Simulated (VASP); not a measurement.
# K (Pm-3m) in VASP: a series of runs

The runs below take K through single point, with PBEsol.

Everything below comes from runs of VASP 6.6.1. Logs are shortened: lines on timing, memory, paths and dates and some standing lists are left out, and cuts for length are marked.

### 1 The cell of the first run

Symmetry: Pm-3m, No. 221, cubic system. The conventional cell has a = 4.237 Å, b = 4.237 Å, c = 4.237 Å, α = 90.00°, β = 90.00°, γ = 90.00°. K (site symmetry m-3m) has 6 K at 4.24 Å within 5.6 Å.

### 2 Single point, PBEsol

INCAR reads:

```
SYSTEM = K
ALGO = Normal ; EDIFF = 1E-7
ENCUT = 520 ; GGA = PS
ISIF = 2 ; ISMEAR = -1
LASPH = .TRUE. ; LCHARG = .TRUE.
LELF = .TRUE. ; LREAL = .FALSE.
LVHAR = .TRUE. ; LWAVE = .FALSE.
NBANDS = 10 ; NELM = 60
PREC = Accurate ; SIGMA = 0.05
```

KPOINTS reads:

```
k-points
0
G
  6 6 6
  0 0 0
```

POSCAR reads:

```
K
1.0
    4.2373665953      0.0000000000      0.0000000000
    0.0000000000      4.2373665953      0.0000000000
    0.0000000000      0.0000000000      4.2373665953
K
1
Direct
    0.0000000000      0.0000000000      0.0000000000
```

Potentials or basis: VASP PAW PBE potentials, release 64 (K_sv).

Run with:

```console
$ cat potpaw_PBE.64/K_sv/POTCAR > POTCAR
$ mpirun -np 1 vasp_std > vasp.out
```

OUTCAR:

```text
SYSTEM = K
   EDIFF = 1E-7
   ENCUT = 520
   GGA = PS
   ISIF = 2
   ISMEAR = -1
   LASPH = .TRUE.
   LREAL = .FALSE.
   NELM = 60
   PREC = Accurate

 ion  position               nearest neighbor table
   1  0.000  0.000  0.000-

  LATTYP: Found a simple cubic cell.
 ALAT       =     4.2373665953

  Lattice vectors:

 A1 = (   4.2373665953,   0.0000000000,   0.0000000000)
 A2 = (   0.0000000000,   4.2373665953,   0.0000000000)
 A3 = (   0.0000000000,   0.0000000000,   4.2373665953)

Analysis of symmetry for initial positions (statically):
=====================================================================
 Subroutine PRICEL returns:
 Original cell was already a primitive cell.

 Routine SETGRP: Setting up the symmetry group for a
 simple cubic supercell.

 Subroutine GETGRP returns: Found 48 space group operations
 (whereof 48 operations were pure point group operations)
 out of a pool of 48 trial point group operations.

The static configuration has the point symmetry O_h .

Analysis of symmetry for dynamics (positions and initial velocities):
=====================================================================
 Subroutine PRICEL returns:
 Original cell was already a primitive cell.

 Routine SETGRP: Setting up the symmetry group for a
 simple cubic supercell.

 Subroutine GETGRP returns: Found 48 space group operations
 (whereof 48 operations were pure point group operations)
 out of a pool of 48 trial point group operations.

The dynamic configuration has the point symmetry O_h .

 Subroutine INISYM returns: Found 48 space group operations
 (whereof 48 operations are pure point group operations),
 and found     1 'primitive' translations

----------------------------------------------------------------------------------------

                                     Primitive cell

  volume of cell :      76.0831

  direct lattice vectors                    reciprocal lattice vectors
     4.237366595  0.000000000  0.000000000     0.235995630  0.000000000  0.000000000
     0.000000000  4.237366595  0.000000000     0.000000000  0.235995630  0.000000000
     0.000000000  0.000000000  4.237366595     0.000000000  0.000000000  0.235995630

  length of vectors
     4.237366595  4.237366595  4.237366595     0.235995630  0.235995630  0.235995630

  position of ions in fractional coordinates (direct lattice)
     0.000000000  0.000000000  0.000000000

  ion indices of the primitive-cell ions
   primitive index   ion index
                 1           1

----------------------------------------------------------------------------------------

 KPOINTS: k-points

Automatic generation of k-mesh.
 Grid dimensions read from file:
 generate k-points for:    6    6    6

 Generating k-lattice:

  Cartesian coordinates                     Fractional coordinates (reciprocal lattice)
     0.039332605  0.000000000  0.000000000     0.166666667  0.000000000  0.000000000
     0.000000000  0.039332605  0.000000000     0.000000000  0.166666667  0.000000000
     0.000000000  0.000000000  0.039332605     0.000000000  0.000000000  0.166666667

  Length of vectors
     0.039332605  0.039332605  0.039332605

  Shift w.r.t. Gamma in fractional coordinates (k-lattice)
     0.000000000  0.000000000  0.000000000

 Subroutine IBZKPT returns following result:
 ===========================================

 Found     20 irreducible k-points:

 Following reciprocal coordinates:
            Coordinates               Weight
  0.000000  0.000000  0.000000      1.000000
  0.166667  0.000000  0.000000      6.000000
  0.333333  0.000000  0.000000      6.000000
  0.500000  0.000000  0.000000      3.000000
  0.166667  0.166667  0.000000     12.000000
  0.333333  0.166667  0.000000     24.000000
[... 12 lines left out ...]
  0.500000  0.500000  0.333333      6.000000
  0.500000  0.500000  0.500000      1.000000
   k-points           NKPTS =     20   k-points in BZ     NKDIM =     20   number of bands    NBANDS=     10
   number of dos      NEDOS =    301   number of ions     NIONS =      1
   total plane-waves  NPLWV =  32768
   dimension x,y,z NGX =    32 NGY =   32 NGZ =   32
   dimension x,y,z NGXF=    64 NGYF=   64 NGZF=   64
   ions per type =               1
   NGX,Y,Z   is equivalent  to a cutoff of  12.55, 12.55, 12.55 a.u.
   NGXF,Y,Z  is equivalent  to a cutoff of  25.11, 25.11, 25.11 a.u.
 SYSTEM =  K
   PREC   = accura    normal or accurate (medium, high low for compatibility)
   ISTART =      0    job   : 0-new  1-cont  2-samecut
   ICHARG =      2    charge: 1-file 2-atom 10-const
   ISPIN  =      1    spin polarized calculation?
   LNONCOLLINEAR =      F non collinear calculations
   LSORBIT =      F    spin-orbit coupling
   LASPH  =      T    aspherical Exc in radial PAW
   ENCUT  =  520.0 eV  38.22 Ry    6.18 a.u.   7.88  7.88  7.88*2*pi/ulx,y,z
   NELM   =     60;   NELMIN=  2; NELMDL= -5     # of ELM steps
   EDIFF  = 0.1E-06   stopping-criterion for ELM
   LREAL  =      F    real-space projection
   EDIFFG = 0.1E-05   stopping-criterion for IOM
   NSW    =      0    number of steps for IOM
   IBRION =     -1    ionic relax: 0-MD 1-quasi-New 2-CG
   NFREE  =      0    steps in history (QN), initial steepest desc. (CG)
   ISIF   =      2    stress and relaxation
   ISYM   =      2    0-nonsym 1-usesym 2-fastsym
   POTIM  = 0.5000    time-step for ionic-motion
   TEBEG  =    0.0;   TEEND  =   0.0 temperature during run
   PSTRESS=    0.0 pullay stress
   NELECT =       9.0000    total number of electrons
   NUPDOWN=      -1.0000    fix difference up-down
   EMIN   =  10.00;   EMAX   =-10.00  energy-range for DOS
   EFERMI =   0.00;   METHOD = LEGACY
   ISMEAR =    -1;   SIGMA  =   0.05  broadening in eV -4-tet -1-fermi 0-gaus
   EFERMI_NEDOS =   21; number of points for ismear=-14 and -15
   IALGO  =     38    algorithm
   IMIX   =      4    mixing-type and parameters
     AMIX     =   0.40;   BMIX     =  1.00
     AMIX_MAG =   1.60;   BMIX_MAG =  1.00
  volume/ion in A,a.u.               =      76.08       513.43
  Fermi-wavevector in a.u.,A,eV,Ry     =   0.803636  1.518653  8.787072  0.645832
  Thomas-Fermi vector in A             =   1.911541
   LORBIT       =      0    0 simple, 1 ext, 2 COOP (PROOUT), +10 PAW based schemes
   GGA     = PS    functional components
   LHFCALC =     F    Hartree Fock is set to
   AEXX    =    0.0000 exact exchange contribution
   IVDW    =     0    specifies the selected vdW correction
   LEPSILON=     F    determine dielectric tensor
   LRPA    =     F    only Hartree local field effects (RPA)
 non-spin polarized calculation
  energy-cutoff  :      520.00
  volume of cell :       76.08
 maximum number of plane-waves:      2103
 NGX is ok and might be reduce to    32
   NGX = 15   NGY = 15   NGZ = 15

 number of electron       8.9999997 magnetization

 Free energy of the ion-electron system (eV)
  ---------------------------------------------------
  ext. energy  EPLUGINS =         0.00000000
  ---------------------------------------------------
  free energy    TOTEN  =        -1.02209228 eV

  energy without entropy =       -1.01231867  energy(sigma->0) =       -1.01720548

 E-fermi :  -0.1483     XC(G=0):  -5.6070

 val. band max:       -0.2522300335   @ k =   0.5000   0.0000   0.0000
 cond. band min:      -0.1473035368   @ k =   0.3333   0.3333   0.1667
 fundamental gap:      0.1049264967
 Fermi energy:        -0.1483090200

 k-point     1 :       0.0000    0.0000    0.0000
  band No.  band energies     occupation
      1     -32.3963      2.00000
      2     -15.8927      2.00000
      3     -15.8927      2.00000
      4     -15.8927      2.00000
      5      -2.3309      2.00000
      6       2.6816      0.00000
      7       2.6816      0.00000
      8       6.0604      0.00000
      9       6.0604      0.00000
     10       6.0608      0.00000

 k-point     2 :       0.1667    0.0000    0.0000
  band No.  band energies     occupation
      1     -32.3950      2.00000
      2     -15.9179      2.00000
      3     -15.8905      2.00000
      4     -15.8905      2.00000
      5      -2.0656      2.00000
      6       2.3834      0.00000
      7       2.8104      0.00000
      8       5.3079      0.00000
      9       5.3079      0.00000
     10       5.6588      0.00000

 k-point     3 :       0.3333    0.0000    0.0000
  band No.  band energies     occupation
      1     -32.3923      2.00000
      2     -15.9680      2.00000
      3     -15.8862      2.00000
      4     -15.8862      2.00000
      5      -1.3073      2.00000
      6       1.2547      0.00000
      7       3.1145      0.00000
      8       4.7144      0.00000
      9       4.7144      0.00000
     10       5.9299      0.00000

 k-point     4 :       0.5000    0.0000    0.0000
  band No.  band energies     occupation
      1     -32.3910      2.00000
      2     -15.9927      2.00000
      3     -15.8841      2.00000
      4     -15.8841      2.00000
      5      -0.2522      1.77758
      6      -0.0299      0.17138
      7       3.3014      0.00000
      8       4.5034      0.00000
      9       4.5034      0.00000
     10       6.2116      0.00000
[... 170 lines left out ...]
 k-point    18 :       0.5000    0.3333    0.3333
  band No.  band energies     occupation
      1     -32.3833      2.00000
      2     -15.9741      2.00000
      3     -15.9488      2.00000
      4     -15.9472      2.00000
      5       1.1460      0.00000
      6       1.6709      0.00000
      7       2.4717      0.00000
      8       3.7614      0.00000
      9       3.8641      0.00000
     10       4.2622      0.00000

 k-point    19 :       0.5000    0.5000    0.3333
  band No.  band energies     occupation
      1     -32.3821      2.00000
      2     -15.9710      2.00000
      3     -15.9710      2.00000
      4     -15.9453      2.00000
      5       1.6305      0.00000
      6       2.0638      0.00000
      7       2.0638      0.00000
      8       3.3468      0.00000
      9       4.3899      0.00000
     10       4.3899      0.00000

 k-point    20 :       0.5000    0.5000    0.5000
  band No.  band energies     occupation
      1     -32.3808      2.00000
      2     -15.9681      2.00000
      3     -15.9681      2.00000
      4     -15.9681      2.00000
      5       2.0780      0.00000
      6       2.0780      0.00000
      7       2.0780      0.00000
      8       4.1214      0.00000
      9       4.2401      0.00000
     10       4.2401      0.00000

------------------------ aborting loop because EDIFF is reached ----------------------------------------

  FORCE on cell =-STRESS in cart. coord.  units (eV):
  Direction    XX          YY          ZZ          XY          YZ          ZX
  --------------------------------------------------------------------------------------
  -------------------------------------------------------------------------------------
  Total       -0.0085213     -0.0085213     -0.0085213      0.0000000      0.0000000     -0.0000000
  in kB       -0.1794431     -0.1794431     -0.1794431      0.0000000      0.0000000     -0.0000000
  external PRESSURE =      -0.1794431 kB  Pullay stress =       0.0000000 kB

 VOLUME and BASIS-vectors are now :
 -----------------------------------------------------------------------------
  energy-cutoff  :      520.00
  volume of cell :       76.08
      direct lattice vectors                 reciprocal lattice vectors
     4.237366595  0.000000000  0.000000000     0.235995630  0.000000000  0.000000000
     0.000000000  4.237366595  0.000000000     0.000000000  0.235995630  0.000000000
     0.000000000  0.000000000  4.237366595     0.000000000  0.000000000  0.235995630

 POSITION                                       TOTAL-FORCE (eV/Angst)
 -----------------------------------------------------------------------------------
      0.00000      0.00000      0.00000         0.000000      0.000000      0.000000
 -----------------------------------------------------------------------------------
    total drift:                                0.000000      0.000000      0.000000

  FREE ENERGIE OF THE ION-ELECTRON SYSTEM (eV)
  ---------------------------------------------------
  free  energy   TOTEN  =        -1.0220922814 eV

  energy  without entropy=       -1.0123186693  energy(sigma->0) =       -1.01720548
```

It took 8.9 s on 1 thread of Intel Xeon 6975P-C, shared host; peak memory 0.17 GiB.

What came out:

| Item | Value |
| --- | --- |
| Free energy | -1.0221 eV |
| Pressure | 0.0 GPa |

Caveat: the PAW data sets were made with another functional, which shifts forces and pressure a little.

### 3 Single point, PBEsol

This run uses another cell than the first one, of 78.49 Å³/atom, 1.032 times its volume.

INCAR reads:

```
SYSTEM = K
ALGO = Normal ; EDIFF = 1E-6
ENCUT = 520 ; GGA = PS
ISIF = 2 ; ISMEAR = -1
LASPH = .True. ; LCHARG = .False.
LREAL = .False. ; LWAVE = .False.
NBANDS = 10 ; NELM = 60
PREC = Accurate ; SIGMA = 0.05
```

KPOINTS reads:

```
k-points
0
Gamma
  6 6 6
  0 0 0
```

POSCAR reads:

```
K
1.0
    4.2815090075      0.0000000000      0.0000000000
    0.0000000000      4.2815090075      0.0000000000
    0.0000000000      0.0000000000      4.2815090075
K
1
Direct
    0.0000000000      0.0000000000      0.0000000000
```

Potentials or basis: VASP PAW PBE potentials, release 64 (K_sv).

Run with:

```console
$ cat potpaw_PBE.64/K_sv/POTCAR > POTCAR
$ mpirun -np 1 vasp_std > vasp.out
```

It took 9 s on 1 thread of Intel Xeon 6975P-C, shared host; peak memory 0.17 GiB.

Results (log left out):

- Free energy: -1.0214 eV
- Pressure: -0.1 GPa

Levels at points of the mesh, in eV from the Fermi level:
| k point | band 1 | band 2 | band 3 | band 4 | band 5 | band 6 | band 7 | band 8 |
| --- | --- | --- | --- | --- | --- | --- | --- | --- |
| (0.00, 0.00, 0.00) | -32.26 | -15.76 | -15.76 | -15.76 | -2.14 | 2.83 | 2.83 | 6.14 |
| (0.50, 0.00, 0.00) | -32.26 | -15.85 | -15.75 | -15.75 | -0.11 | 0.12 | 3.44 | 4.61 |
| (0.50, 0.50, 0.00) | -32.25 | -15.84 | -15.84 | -15.74 | 1.07 | 2.03 | 2.11 | 2.11 |
| (0.50, 0.50, 0.50) | -32.25 | -15.83 | -15.83 | -15.83 | 2.23 | 2.23 | 2.23 | 4.22 |

Caveat: the PAW data sets were made with another functional, which shifts forces and pressure a little.
